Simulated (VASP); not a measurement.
# Hg2Te3 (P-3m1) in VASP: a series of runs, part 2 of 2

VASP 6.6.1.

## Step 3: Relaxation of cell and atoms, PBE

The input, INCAR:

```
SYSTEM = Hg2Te3
ALGO = Normal
EDIFF = 1E-7
EDIFFG = -0.01
ENCUT = 600
GGA = PE
IBRION = 2
ISIF = 3
ISMEAR = 0
LASPH = .True.
LCHARG = .False.
LREAL = .False.
LWAVE = .False.
NELM = 100
NSW = 100
PREC = Accurate
SIGMA = 0.1
```

The input, KPOINTS:

```
k-points
0
Gamma
  12 12 4
  0 0 0
```

The input, POSCAR:

```
Hg2Te3
1.0
    4.2510614559      0.0000000000      0.0000000000
   -2.1255307280      3.6815272139      0.0000000000
    0.0000000000      0.0000000000      9.4718394293
Hg Te
2 3
Direct
    0.3333333333      0.6666666667      0.1910986912
    0.6666666667      0.3333333333      0.8089013088
    0.0000000000      0.0000000000      0.0000000000
    0.3333333333      0.6666666667      0.6228433503
    0.6666666667      0.3333333333      0.3771566497
```

Potentials or basis: VASP PAW PBE potentials, release 64 (Hg, Te).

The run is started by

```bash
$ cat potpaw_PBE.64/Hg/POTCAR potpaw_PBE.64/Te/POTCAR > POTCAR
$ mpirun -np 1 vasp_std > vasp.out
```

OUTCAR:

```text
SYSTEM = Hg2Te3
   EDIFF = 1E-7
   EDIFFG = -0.01
   ENCUT = 600
   GGA = PE
   IBRION = 2
   ISIF = 3
   ISMEAR = 0
   LASPH = .True.
   LREAL = .False.
   NELM = 100
   NSW = 100
   PREC = Accurate

 ion  position               nearest neighbor table
   1  0.333  0.667  0.191-   5 3.02   5 3.02   5 3.02   3 3.05   3 3.05   3 3.05
   2  0.667  0.333  0.809-   4 3.02   4 3.02   4 3.02   3 3.05   3 3.05   3 3.05
   3  0.000  0.000  0.000-   1 3.05   2 3.05   2 3.05   1 3.05   2 3.05   1 3.05
   4  0.333  0.667  0.623-   2 3.02   2 3.02   2 3.02   5 3.38   5 3.38   5 3.38
   5  0.667  0.333  0.377-   1 3.02   1 3.02   1 3.02   4 3.38   4 3.38   4 3.38

  LATTYP: Found a hexagonal cell.
 ALAT       =     4.2510614559
 C/A-ratio  =     2.2281116205

  Lattice vectors:

 A1 = (   4.2510614559,   0.0000000000,   0.0000000000)
 A2 = (  -2.1255307280,   3.6815272139,   0.0000000000)
 A3 = (   0.0000000000,   0.0000000000,   9.4718394293)

Analysis of symmetry for initial positions (statically):
=====================================================================
 Subroutine PRICEL returns:
 Original cell was already a primitive cell.

 Routine SETGRP: Setting up the symmetry group for a
 hexagonal supercell.

 Subroutine GETGRP returns: Found 12 space group operations
 (whereof 12 operations were pure point group operations)
 out of a pool of 24 trial point group operations.

The static configuration has the point symmetry D_3d.

Analysis of symmetry for dynamics (positions and initial velocities):
=====================================================================
 Subroutine PRICEL returns:
 Original cell was already a primitive cell.

 Routine SETGRP: Setting up the symmetry group for a
 hexagonal supercell.

 Subroutine GETGRP returns: Found 12 space group operations
 (whereof 12 operations were pure point group operations)
 out of a pool of 24 trial point group operations.

The dynamic configuration has the point symmetry D_3d.

 Subroutine INISYM returns: Found 12 space group operations
[... 131 lines left out ...]
   IVDW    =     0    specifies the selected vdW correction
   LEPSILON=     F    determine dielectric tensor
   LRPA    =     F    only Hartree local field effects (RPA)
 conjugate gradient relaxation of ions
 non-spin polarized calculation
 Gauss-broadening in eV      SIGMA  =   0.10
  energy-cutoff  :      600.00
  volume of cell :      148.24
 maximum number of plane-waves:      4994
 NGX is ok and might be reduce to    36
   NGX = 17   NGY = 17   NGZ = 37

--------------------------------------- Ionic step        1  -------------------------------------------

 number of electron      41.9999997 magnetization

 Free energy of the ion-electron system (eV)
  ---------------------------------------------------
  ext. energy  EPLUGINS =         0.00000000
  ---------------------------------------------------
  free energy    TOTEN  =        -9.33676584 eV

  energy without entropy =       -9.31807254  energy(sigma->0) =       -9.32741919

------------------------ aborting loop because EDIFF is reached ----------------------------------------

  FORCE on cell =-STRESS in cart. coord.  units (eV):
  Direction    XX          YY          ZZ          XY          YZ          ZX
  --------------------------------------------------------------------------------------
  -------------------------------------------------------------------------------------
  Total        0.1233871      0.1233871      0.0789163     -0.0000000     -0.0000000      0.0000000
  in kB        1.3335851      1.3335851      0.8529382     -0.0000000     -0.0000000      0.0000000
  external PRESSURE =       1.1733694 kB  Pullay stress =       0.0000000 kB
[... 143 lines left out ...]
--------------------------------------- Ionic step        5  -------------------------------------------

 number of electron      41.9999996 magnetization

 Free energy of the ion-electron system (eV)
  ---------------------------------------------------
  ext. energy  EPLUGINS =         0.00000000
  ---------------------------------------------------
  free energy    TOTEN  =        -9.33726855 eV

  energy without entropy =       -9.31867920  energy(sigma->0) =       -9.32797387

 E-fermi :   4.6966     XC(G=0):  -9.6719

 val. band max:        4.6748543505   @ k =   0.0833  -0.0000   0.5000
 cond. band min:       4.7116568703   @ k =   0.2500  -0.0000   0.5000
 fundamental gap:      0.0368025197
 Fermi energy:         4.6965800393

 k-point     1 :       0.0000    0.0000    0.0000
  band No.  band energies     occupation
      1      -7.6784      2.00000
      2      -6.7373      2.00000
      3      -6.0259      2.00000
      4      -2.3858      2.00000
      5      -2.3858      2.00000
      6      -2.2483      2.00000
[... 661 lines left out ...]
     24       7.2912      0.00000
     25       8.9094      0.00000

 [... further k-points ...]

------------------------ aborting loop because EDIFF is reached ----------------------------------------

  FORCE on cell =-STRESS in cart. coord.  units (eV):
  Direction    XX          YY          ZZ          XY          YZ          ZX
  --------------------------------------------------------------------------------------
  -------------------------------------------------------------------------------------
  Total       -0.0093284     -0.0093284      0.0124532      0.0000000     -0.0000000      0.0000000
  in kB       -0.1005438     -0.1005438      0.1342236      0.0000000     -0.0000000      0.0000000
  external PRESSURE =      -0.0222880 kB  Pullay stress =       0.0000000 kB
[... 20 lines left out ...]
  FREE ENERGIE OF THE ION-ELECTRON SYSTEM (eV)
  ---------------------------------------------------
  free  energy   TOTEN  =        -9.3372685501 eV

  energy  without entropy=       -9.3186791957  energy(sigma->0) =       -9.32797387

 reached required accuracy - stopping structural energy minimisation
```

OSZICAR:

```text
N       E                     dE             d eps       ncg     rms          rms(c)
DAV:   1     0.286102171095E+03    0.28610E+03   -0.19846E+04  3450   0.164E+03
[... 43 lines left out ...]
       N       E                     dE             d eps       ncg     rms          rms(c)
DAV:   1    -0.933733749601E+01   -0.16004E-03   -0.13795E-01  3461   0.200E+00    0.809E-02
DAV:   2    -0.933729254730E+01    0.44949E-04   -0.61831E-04  3987   0.195E-01    0.332E-02
DAV:   3    -0.933727297532E+01    0.19572E-04   -0.36092E-05  3745   0.426E-02    0.237E-02
DAV:   4    -0.933726856982E+01    0.44055E-05   -0.72870E-06  3900   0.184E-02    0.711E-03
DAV:   5    -0.933726851004E+01    0.59779E-07   -0.18217E-06  3672   0.111E-02    0.482E-03
DAV:   6    -0.933726855014E+01   -0.40102E-07   -0.14195E-07  1861   0.330E-03
   5 F= -.93372686E+01 E0= -.93279739E+01  d E =-.220019E-03
```

CONTCAR:

```text
Hg2Te3
   1.00000000000000
     4.2576775713374415   -0.0000000000000897   -0.0000000000000000
    -2.1288387857188762    3.6872569379434341   -0.0000000000000000
    -0.0000000000000000   -0.0000000000000000    9.4685826282746781
  Hg              Te
     2     3
Direct
     0.3333333332999970    0.6666666667000030    0.1918042330989118
     0.6666666667000030    0.3333333332999970    0.8081957669010883
     0.0000000000000000    1.0000000000000000    0.0000000000000000
     0.3333333332999970    0.6666666667000030    0.6225610224448223
     0.6666666667000030    0.3333333332999970    0.3774389775551778

  0.00000000E+00  0.00000000E+00  0.00000000E+00
  0.00000000E+00  0.00000000E+00  0.00000000E+00
  0.00000000E+00  0.00000000E+00  0.00000000E+00
  0.00000000E+00  0.00000000E+00  0.00000000E+00
  0.00000000E+00  0.00000000E+00  0.00000000E+00
```

It took 15 min on 1 thread of Intel Xeon Platinum 8259CL at 2.50GHz (Skylake/Cascade Lake), shared host; peak memory 0.52 GiB.

What came out:

- Free energy: -9.3373 eV
- Relaxed volume: 29.73 Å³/atom
- Relaxed cell: a = 4.258 Å, b = 4.258 Å, c = 9.469 Å, α = 90.00°, β = 90.00°, γ = 120.00°
- Space group after relaxing (to 0.05 Å): P-3m1 (No. 164)
- Energy gained by relaxing: 0.1 meV/atom
- Ionic steps: 5
- Pressure after relaxing: 0.0 GPa
- Largest force after relaxing: 0.008 eV/Å
- Band gap on the k mesh: zero (band 21 reaches 5.26 eV, above the bottom of band 22 at 3.34 eV)

Forces in eV/Å, atoms in the order of the input:
```
Hg   0.000  0.000  0.008
Hg   0.000  0.000 -0.008
Te   0.000  0.000  0.000
Te   0.000  0.000  0.001
Te   0.000  0.000 -0.001
```

The path:
| step | energy change (eV) | largest force (eV/Å) | pressure (GPa) | volume (Å³) |
| --- | --- | --- | --- | --- |
| 1 | 0.0000 | 0.0371 | 0.12 | 148.24 |
| 2 | -0.0003 | 0.0296 | -0.03 | 148.70 |
| 3 | -0.0003 | 0.0288 | -0.04 | 148.76 |
| 4 | -0.0004 | 0.0204 | -0.03 | 148.71 |
| 5 | -0.0005 | 0.0081 | 0.00 | 148.65 |

Final structure:
```cif
data_structure
_symmetry_space_group_name_H-M 'P 1'
_symmetry_Int_Tables_number 1
_cell_length_a 4.2577
_cell_length_b 4.2577
_cell_length_c 9.4686
_cell_angle_alpha 90.000
_cell_angle_beta 90.000
_cell_angle_gamma 120.000
_cell_volume 148.65
loop_
_atom_site_label
_atom_site_type_symbol
_atom_site_fract_x
_atom_site_fract_y
_atom_site_fract_z
_atom_site_occupancy
Hg1 Hg 0.33333 0.66667 0.19180 1
Hg2 Hg 0.66667 0.33333 0.80820 1
Te1 Te 0.00000 0.00000 0.00000 1
Te2 Te 0.33333 0.66667 0.62256 1
Te3 Te 0.66667 0.33333 0.37744 1
```

Levels at points of the mesh, in eV from the Fermi level:
```tsv
k point	band 17	band 18	band 19	band 20	band 21	band 22	band 23	band 24	band 25
(0.00, 0.00, 0.00)	-0.92	-0.44	-0.44	-0.14	0.43	0.43	0.53	3.36	3.77
(0.50, 0.00, 0.00)	-2.44	-1.45	-1.25	-0.96	-0.96	-0.67	-0.32	2.60	3.44
(0.00, 0.00, 0.50)	-1.07	-1.07	-0.10	-0.10	0.24	0.24	1.96	2.58	3.75
(0.50, 0.00, 0.50)	-2.89	-2.81	-2.01	-1.75	0.56	0.57	0.68	1.19	3.29
```

Caveat: spin-orbit coupling is left out, which moves the levels of the heavy elements.

## Step 4: Single point, PBE

This run uses another cell than the first one, of 29.11 Å³/atom, 0.981 times its volume.

The input, INCAR:

```
ALGO = Normal
EDIFF = 1E-6
ENCUT = 520
GGA = PE
ISIF = 2
ISMEAR = 0
LASPH = T
LCHARG = F
LREAL = F
LWAVE = F
NBANDS = 29
NELM = 100
PREC = Accurate
SIGMA = 0.1
```

The input, KPOINTS:

```
k-points
0
Gamma
  6 6 4
```

The input, POSCAR:

```
Hg2Te3
1.0
    4.7622758097      0.0000000000      0.0000000000
   -2.3811379049      4.1242518310      0.0000000000
    0.0000000000      0.0000000000      7.4093275923
Hg Te
2 3
Direct
    0.3333333333      0.6666666667      0.2450000000
    0.6666666667      0.3333333333      0.7550000000
    0.0000000000      0.0000000000      0.0000000000
    0.3333333333      0.6666666667      0.6450000000
    0.6666666667      0.3333333333      0.3550000000
```

The run is started by

```bash
$ cat potpaw_PBE.64/Hg/POTCAR potpaw_PBE.64/Te/POTCAR > POTCAR
$ mpirun -np 1 vasp_std > vasp.out
```

Run time: 81 s. Hardware: 1 thread of Intel Xeon Platinum 8259CL at 2.50GHz (Skylake/Cascade Lake), shared host; peak memory 0.3 GiB.

The run converged. Its results:

* Free energy: -8.0037 eV
* Pressure: 5.4 GPa
* Largest force: 1.029 eV/Å
* Band gap on the k mesh: zero (band 21 reaches 5.78 eV, above the bottom of band 22 at 4.47 eV)

Forces on the atoms (eV/Å):
```
Hg   0.000  0.000 -1.029
Hg   0.000  0.000  1.029
Te   0.000  0.000  0.000
Te   0.000  0.000  0.326
Te   0.000  0.000 -0.326
```

Stress tensor (GPa, compression positive):
```
4.65 0.00 0.00
0.00 4.65 0.00
0.00 0.00 6.78
```

Levels at points of the mesh, in eV from the Fermi level:
| k point | band 17 | band 18 | band 19 | band 20 | band 21 | band 22 | band 23 | band 24 | band 25 | band 26 |
| --- | --- | --- | --- | --- | --- | --- | --- | --- | --- | --- |
| (0.00, 0.00, 0.00) | -2.10 | -1.10 | -1.10 | -0.84 | -0.59 | -0.59 | -0.45 | 1.50 | 3.72 | 3.72 |
| (0.50, 0.00, 0.00) | -3.79 | -1.51 | -1.42 | -1.23 | -0.57 | -0.53 | 0.68 | 2.63 | 4.47 | 5.82 |
| (0.00, 0.00, 0.50) | -2.11 | -1.72 | -0.99 | -0.99 | -0.68 | -0.68 | 1.22 | 1.77 | 2.19 | 2.63 |
| (0.50, 0.00, 0.50) | -2.98 | -2.78 | -2.09 | -1.75 | 0.40 | 0.51 | 0.88 | 0.97 | 3.94 | 5.53 |

Caveat: spin-orbit coupling is left out, which moves the levels of the heavy elements; forces of over 1 eV/Å act on the atoms, so gaps and moduli don't describe the material at rest.

## Step 5: Overview

```tsv
task	cell	k mesh	cutoff (eV)	gap on the mesh (eV)	pressure (GPa)	largest force (eV/Å)
single point	a = 4.254, b = 4.254, c = 9.464 Å, angles 90.0, 90.0, 120.0°, 5 atoms	12 × 12 × 4	520	none	0.1	0.02
relaxation of cell and atoms	relaxed from a = 4.251, b = 4.251, c = 9.472 Å, angles 90.0, 90.0, 120.0°, 5 atoms	12 × 12 × 4	600	none	0.0	0.01
single point	a = 4.762, b = 4.762, c = 7.409 Å, angles 90.0, 90.0, 120.0°, 5 atoms	6 × 6 × 4	520	none	5.4	1.03
```

Alike in all rows: level PBE; potentials or basis VASP PAW PBE potentials, release 64 (Hg, Te); no spin polarisation; smearing gaussian 0.1 eV.

Caveats: spin-orbit coupling is left out, which moves the levels of the heavy elements; forces of over 1 eV/Å act on the atoms, so gaps and moduli don't describe the material at rest (some runs).

Total energies depend on the potentials used, so only differences within one code and one set of settings carry meaning.
